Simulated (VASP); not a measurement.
# Al (I4/mmm) in VASP: notebook

Al is run at these levels: PBE+D3(BJ); tasks: single point.

Program: VASP 6.6.1. These are calculated values, not measurements. Logs are shortened: lines on timing, memory, paths and dates and some standing lists are left out, and cuts for length are marked.

## 1. The cell of the first run

It takes space group I4/mmm (No. 139, tetragonal). Conventional cell: a = 2.591 Å, b = 2.591 Å, c = 4.142 Å, α = 90.00°, β = 90.00°, γ = 90.00°. Within 3.4 Å of Al (site symmetry 4/mmm) lie 12 Al at 2.59 to 2.77 Å.

## 2. Single point, PBE+D3(BJ) (strain -0.080 along x and y, +0.040 along z)

INCAR reads:

```
SYSTEM = Al
PREC = Accurate ; ENCUT = 520
EDIFF = 1E-6 ; ISMEAR = 0
SIGMA = 0.15 ; LREAL = .FALSE.
LASPH = .TRUE. ; NELM = 60
ALGO = Fast ; ISIF = 2
LWAVE = .FALSE. ; LCHARG = .FALSE.
GGA = PE ; IVDW = 12
NBANDS = 8
```

KPOINTS reads:

```
regular mesh
0
G
  26 26 26
  0 0 0
```

POSCAR reads:

```
Al
1.0
    0.0000000000      1.8320538030      2.0710173426
    1.8320538030      0.0000000000      2.0710173426
    1.8320538030      1.8320538030      0.0000000000
Al
1
Direct
    0.0000000000      0.0000000000      0.0000000000
```

Potentials or basis: VASP PAW PBE potentials, release 64 (Al).

Launch:

```
$ cat potpaw_PBE.64/Al/POTCAR > POTCAR
$ mpirun -np 1 vasp_std > vasp.out
```

OUTCAR:

```text
SYSTEM = Al
   PREC = Accurate
   ENCUT = 520
   EDIFF = 1E-6
   ISMEAR = 0
   LREAL = .FALSE.
   LASPH = .TRUE.
   NELM = 60
   ISIF = 2
   GGA = PE
   IVDW = 12
 IVDW          = 12

 ion  position               nearest neighbor table
   1  0.000  0.000  0.000-

  LATTYP: Found a body centered tetragonal cell.
 ALAT       =     2.5909153352
 C/A-ratio  =     1.5986762010

  Lattice vectors:

 A1 = (  -1.8320538030,   0.0000000000,   2.0710173426)
 A2 = (   1.8320538030,   0.0000000000,   2.0710173426)
 A3 = (   0.0000000000,   1.8320538030,  -2.0710173426)

Analysis of symmetry for initial positions (statically):
=====================================================================
 Subroutine PRICEL returns:
 Original cell was already a primitive cell.

 Routine SETGRP: Setting up the symmetry group for a
 body centered tetragonal supercell.

 Subroutine GETGRP returns: Found 16 space group operations
 (whereof 16 operations were pure point group operations)
 out of a pool of 16 trial point group operations.

The static configuration has the point symmetry D_4h.

Analysis of symmetry for dynamics (positions and initial velocities):
=====================================================================
 Subroutine PRICEL returns:
 Original cell was already a primitive cell.

 Routine SETGRP: Setting up the symmetry group for a
 body centered tetragonal supercell.

 Subroutine GETGRP returns: Found 16 space group operations
 (whereof 16 operations were pure point group operations)
 out of a pool of 16 trial point group operations.

The dynamic configuration has the point symmetry D_4h.

 Subroutine INISYM returns: Found 16 space group operations
 (whereof 16 operations are pure point group operations),
 and found     1 'primitive' translations

----------------------------------------------------------------------------------------

                                     Primitive cell

  volume of cell :      13.9024

  direct lattice vectors                    reciprocal lattice vectors
     0.000000000  1.832053803  2.071017343    -0.272917749  0.272917749  0.241427240
     1.832053803  0.000000000  2.071017343     0.272917749 -0.272917749  0.241427240
     1.832053803  1.832053803  0.000000000     0.272917749  0.272917749 -0.241427240

  length of vectors
     2.765055871  2.765055871  2.590915335     0.455253015  0.455253015  0.455253015

  position of ions in fractional coordinates (direct lattice)
     0.000000000  0.000000000  0.000000000

  ion indices of the primitive-cell ions
   primitive index   ion index
                 1           1

----------------------------------------------------------------------------------------

 KPOINTS: regular mesh

Automatic generation of k-mesh.
 Grid dimensions read from file:
 generate k-points for:   26   26   26

 Generating k-lattice:

  Cartesian coordinates                     Fractional coordinates (reciprocal lattice)
    -0.010496837  0.010496837  0.009285663     0.038461538  0.000000000  0.000000000
     0.010496837 -0.010496837  0.009285663     0.000000000  0.038461538  0.000000000
     0.010496837  0.010496837 -0.009285663    -0.000000000 -0.000000000  0.038461538

  Length of vectors
     0.017509731  0.017509731  0.017509731

  Shift w.r.t. Gamma in fractional coordinates (k-lattice)
     0.000000000  0.000000000  0.000000000

 Subroutine IBZKPT returns following result:
 ===========================================

 Found   1330 irreducible k-points:

 Following reciprocal coordinates:
            Coordinates               Weight
  0.000000  0.000000  0.000000      1.000000
  0.038462 -0.000000  0.000000      8.000000
  0.076923 -0.000000  0.000000      8.000000
  0.115385  0.000000  0.000000      8.000000
  0.153846  0.000000  0.000000      8.000000
  0.192308  0.000000  0.000000      8.000000
[... 16 lines left out ...]
  0.346154  0.038462  0.000000      8.000000
  0.384615  0.038462  0.000000      8.000000
 [... further k-points ...]
   k-points           NKPTS =   1330   k-points in BZ     NKDIM =   1330   number of bands    NBANDS=      8
   number of dos      NEDOS =    301   number of ions     NIONS =      1
   total plane-waves  NPLWV =  11520
   dimension x,y,z NGX =    24 NGY =   24 NGZ =   20
   dimension x,y,z NGXF=    48 NGYF=   48 NGZF=   40
   ions per type =               1
   NGX,Y,Z   is equivalent  to a cutoff of  14.43, 14.43, 12.83 a.u.
   NGXF,Y,Z  is equivalent  to a cutoff of  28.86, 28.86, 25.67 a.u.
 SYSTEM =  Al
   PREC   = accura    normal or accurate (medium, high low for compatibility)
   ISTART =      0    job   : 0-new  1-cont  2-samecut
   ICHARG =      2    charge: 1-file 2-atom 10-const
   ISPIN  =      1    spin polarized calculation?
   LNONCOLLINEAR =      F non collinear calculations
   LSORBIT =      F    spin-orbit coupling
   LASPH  =      T    aspherical Exc in radial PAW
   ENCUT  =  520.0 eV  38.22 Ry    6.18 a.u.   5.14  5.14  4.82*2*pi/ulx,y,z
   NELM   =     60;   NELMIN=  2; NELMDL= -5     # of ELM steps
   EDIFF  = 0.1E-05   stopping-criterion for ELM
   LREAL  =      F    real-space projection
   EDIFFG = 0.1E-04   stopping-criterion for IOM
   NSW    =      0    number of steps for IOM
   IBRION =     -1    ionic relax: 0-MD 1-quasi-New 2-CG
   NFREE  =      0    steps in history (QN), initial steepest desc. (CG)
   ISIF   =      2    stress and relaxation
   ISYM   =      2    0-nonsym 1-usesym 2-fastsym
   POTIM  = 0.5000    time-step for ionic-motion
   TEBEG  =    0.0;   TEEND  =   0.0 temperature during run
   PSTRESS=    0.0 pullay stress
   NELECT =       3.0000    total number of electrons
   NUPDOWN=      -1.0000    fix difference up-down
   EMIN   =  10.00;   EMAX   =-10.00  energy-range for DOS
   EFERMI =   0.00;   METHOD = LEGACY
   ISMEAR =     0;   SIGMA  =   0.15  broadening in eV -4-tet -1-fermi 0-gaus
   EFERMI_NEDOS =   21; number of points for ismear=-14 and -15
   IALGO  =     68    algorithm
   IMIX   =      4    mixing-type and parameters
     AMIX     =   0.40;   BMIX     =  1.00
     AMIX_MAG =   1.60;   BMIX_MAG =  1.00
  volume/ion in A,a.u.               =      13.90        93.82
  Fermi-wavevector in a.u.,A,eV,Ry     =   0.981941  1.855599 13.118836  0.964207
  Thomas-Fermi vector in A             =   2.112985
   LORBIT       =      0    0 simple, 1 ext, 2 COOP (PROOUT), +10 PAW based schemes
   GGA     = PE    functional components
   LHFCALC =     F    Hartree Fock is set to
   AEXX    =    0.0000 exact exchange contribution
   IVDW    =    12    specifies the selected vdW correction
   LEPSILON=     F    determine dielectric tensor
   LRPA    =     F    only Hartree local field effects (RPA)
 non-spin polarized calculation
 RMM-DIIS sequential band-by-band and
 Gauss-broadening in eV      SIGMA  =   0.15
  energy-cutoff  :      520.00
  volume of cell :       13.90
 maximum number of plane-waves:       386
 NGX is ok and might be reduce to    24
   NGX = 11   NGY = 11   NGZ =  9

 number of electron       3.0000000 magnetization

 Free energy of the ion-electron system (eV)
  ---------------------------------------------------
  ext. energy  EPLUGINS =         0.00000000
  ---------------------------------------------------
  free energy    TOTEN  =        -3.56129213 eV

  energy without entropy =       -3.55774539  energy(sigma->0) =       -3.55951876

 E-fermi :   9.8535     XC(G=0): -10.8326

 val. band max:        9.8457278059   @ k =  -0.1538   0.4615   0.3462
 cond. band min:       9.8636953262   @ k =  -0.2692   0.0769   0.3462
 fundamental gap:      0.0179675203
 Fermi energy:         9.8535120281

 k-point     1 :       0.0000    0.0000    0.0000
  band No.  band energies     occupation
      1      -2.4620      2.00000
      2      22.6857      0.00000
      3      24.2490      0.00000
      4      24.2490      0.00000
      5      26.4020      0.00000
      6      26.4020      0.00000
      7      26.7434      0.00000
      8      27.4482      0.00000

 k-point     2 :       0.0385   -0.0000    0.0000
  band No.  band energies     occupation
      1      -2.4167      2.00000
      2      22.3327      0.00000
      3      23.6353      0.00000
      4      24.1582      0.00000
      5      26.5314      0.00000
      6      26.5664      0.00000
      7      26.9349      0.00000
      8      27.2932      0.00000

 k-point     3 :       0.0769   -0.0000    0.0000
  band No.  band energies     occupation
      1      -2.2808      2.00000
      2      21.1588      0.00000
      3      22.9347      0.00000
      4      23.9482      0.00000
      5      26.2816      0.00000
      6      26.8863      0.00000
      7      26.9966      0.00000
      8      27.5207      0.00000

 k-point     4 :       0.1154    0.0000    0.0000
  band No.  band energies     occupation
      1      -2.0546      2.00000
      2      19.5640      0.00000
      3      22.4398      0.00000
      4      23.7114      0.00000
      5      25.6036      0.00000
      6      26.7642      0.00000
      7      27.5995      0.00000
      8      28.1873      0.00000

 k-point     5 :       0.1538    0.0000    0.0000
  band No.  band energies     occupation
      1      -1.7387      2.00000
      2      17.8883      0.00000
      3      22.0042      0.00000
      4      23.4986      0.00000
      5      24.8613      0.00000
      6      26.6158      0.00000
      7      28.3226      0.00000
      8      29.0378      0.00000

 k-point     6 :       0.1923    0.0000    0.0000
  band No.  band energies     occupation
      1      -1.3338      2.00000
      2      16.2227      0.00000
      3      21.6118      0.00000
      4      23.3324      0.00000
      5      24.1407      0.00000
      6      26.4759      0.00000
      7      29.1387      0.00000
      8      30.0024      0.00000

 k-point     7 :       0.2308    0.0000    0.0000
  band No.  band energies     occupation
      1      -0.8409      2.00000
      2      14.5977      0.00000
      3      21.2677      0.00000
      4      23.2227      0.00000
      5      23.4689      0.00000
      6      26.3720      0.00000
      7      29.2746      0.00000
      8      30.0540      0.00000
[... 133 lines left out ...]
 k-point    20 :       0.2308    0.0385    0.0000
  band No.  band energies     occupation
      1      -1.0309      2.00000
      2      15.3121      0.00000
      3      22.0824      0.00000
      4      22.5208      0.00000
      5      22.5287      0.00000
      6      26.3310      0.00000
      7      30.0207      0.00000
      8      30.2647      0.00000

 k-point    21 :       0.2692    0.0385    0.0000
  band No.  band energies     occupation
      1      -0.4890      2.00000
      2      13.7238      0.00000
      3      21.5162      0.00000
      4      22.2068      0.00000
      5      22.4475      0.00000
      6      26.1843      0.00000
      7      29.5695      0.00000
      8      31.1661      0.00000

 k-point    22 :       0.3077    0.0385    0.0000
  band No.  band energies     occupation
      1       0.1392      2.00000
      2      12.1919      0.00000
      3      20.9570      0.00000
      4      22.0051      0.00000
      5      22.4336      0.00000
      6      26.1045      0.00000
      7      28.7528      0.00000
      8      31.9085      0.00000

 k-point    23 :       0.3462    0.0385    0.0000
  band No.  band energies     occupation
      1       0.8520      2.00000
      2      10.7234      0.00000
      3      20.4555      0.00000
      4      21.8720      0.00000
      5      22.4875      0.00000
      6      26.1023      0.00000
      7      27.9949      0.00000
      8      31.1816      0.00000

 k-point    24 :       0.3846    0.0385    0.0000
  band No.  band energies     occupation
      1       1.6476      2.00000
      2       9.3232      2.00000
      3      20.0235      0.00000
      4      21.8007      0.00000
      5      22.6088      0.00000
      6      26.1834      0.00000
      7      27.3065      0.00000
      8      30.4682      0.00000

 [... further k-points ...]

------------------------ aborting loop because EDIFF is reached ----------------------------------------

 Edisp (eV)   -0.40189

 E8    (eV) :    -0.1802

  FORCE on cell =-STRESS in cart. coord.  units (eV):
  Direction    XX          YY          ZZ          XY          YZ          ZX
  --------------------------------------------------------------------------------------
  -------------------------------------------------------------------------------------
  Total       1.87835     1.87835     0.49478     0.00000     0.00000     0.00000
  in kB     216.47011   216.47011    57.02055     0.00000     0.00000     0.00000
  external pressure =      163.32 kB  Pullay stress =        0.00 kB

 VOLUME and BASIS-vectors are now :
 -----------------------------------------------------------------------------
  energy-cutoff  :      520.00
  volume of cell :       13.90
      direct lattice vectors                 reciprocal lattice vectors
     0.000000000  1.832053803  2.071017343    -0.272917749  0.272917749  0.241427240
     1.832053803  0.000000000  2.071017343     0.272917749 -0.272917749  0.241427240
     1.832053803  1.832053803  0.000000000     0.272917749  0.272917749 -0.241427240

 POSITION                                       TOTAL-FORCE (eV/Angst)
 -----------------------------------------------------------------------------------
      0.00000      0.00000      0.00000        -0.000000     -0.000000      0.000000
 -----------------------------------------------------------------------------------
    total drift:                                0.000000      0.000000     -0.000000

  FREE ENERGIE OF THE ION-ELECTRON SYSTEM (eV)
  ---------------------------------------------------
  free  energy   TOTEN  =        -3.9631865761 eV

  energy  without entropy=       -3.9596398374  energy(sigma->0) =       -3.96141321
```

Wall time 54 s (1 thread of Intel Xeon Platinum 8488C (Sapphire Rapids), shared host); peak memory 0.25 GiB.

What came out:

| Quantity | Value |
| --- | --- |
| Free energy | -3.9632 eV |
| Pressure | 16.3 GPa |
| Dispersion energy per atom | -0.402 eV |

Caveat: the cell differs from its parent crystal (strain -0.080 along x and y, +0.040 along z); pairwise dispersion overbinds metals, which lowers pressure and volume.

## 3. Single point, PBE+D3(BJ) (strain -0.080 along x and y, +0.080 along z)

INCAR reads:

```
PREC     = Accurate       # precision mode
ENCUT    = 520            # plane-wave cutoff, eV
EDIFF    = 1E-6           # SCF threshold, eV
ISMEAR   = 0              # smearing method
SIGMA    = 0.15           # smearing width, eV
LREAL    = False          # projectors in reciprocal space
LASPH    = True           # aspherical terms in the spheres
NELM     = 100            # most SCF steps
ALGO     = Normal         # electronic algorithm
ISIF     = 2              # what is computed and relaxed
LWAVE    = False          # write WAVECAR
LCHARG   = False          # write CHGCAR
GGA      = PE             # functional
IVDW     = 12             # dispersion correction
NBANDS   = 8              # bands
```

KPOINTS reads:

```
Automatic mesh
0
Gamma
  26 26 26
```

POSCAR reads:

```
Al
1.0
    0.0000000000      1.8320538030      2.1506718558
    1.8320538030      0.0000000000      2.1506718558
    1.8320538030      1.8320538030      0.0000000000
Al
1
Direct
    0.0000000000      0.0000000000      0.0000000000
```

Potentials or basis: VASP PAW PBE potentials, release 64 (Al).

Launch:

```
$ cat potpaw_PBE.64/Al/POTCAR > POTCAR
$ mpirun -np 1 vasp_std > vasp.out
```

Wall time 52 s (1 thread of Intel Xeon Platinum 8488C (Sapphire Rapids), shared host); peak memory 0.24 GiB.

The run converged. Its results:

```
Free energy                : -3.9716 eV
Pressure                   : 12.2 GPa
Dispersion energy per atom : -0.386 eV
```

Stress tensor (GPa, compression positive):
```
18.43  0.00  0.00
 0.00 18.43  0.00
 0.00  0.00 -0.14
```

Levels at points of the mesh, in eV from the Fermi level:
```tsv
k point	band 1	band 2	band 3	band 4	band 5	band 6
(0.00, 0.00, 0.00)	-12.03	12.43	14.46	14.46	16.05	16.05
(0.50, 0.00, 0.00)	-5.03	-4.40	9.84	9.89	14.26	15.42
(0.50, 0.50, 0.00)	-4.65	-3.79	6.76	8.62	8.62	12.57
(0.50, 0.00, 0.50)	-2.26	-0.46	4.91	5.00	6.11	9.54
```

Caveat: the cell differs from its parent crystal (strain -0.080 along x and y, +0.080 along z); pairwise dispersion overbinds metals, which lowers pressure and volume.

(Part 1 of 2 ends here.)
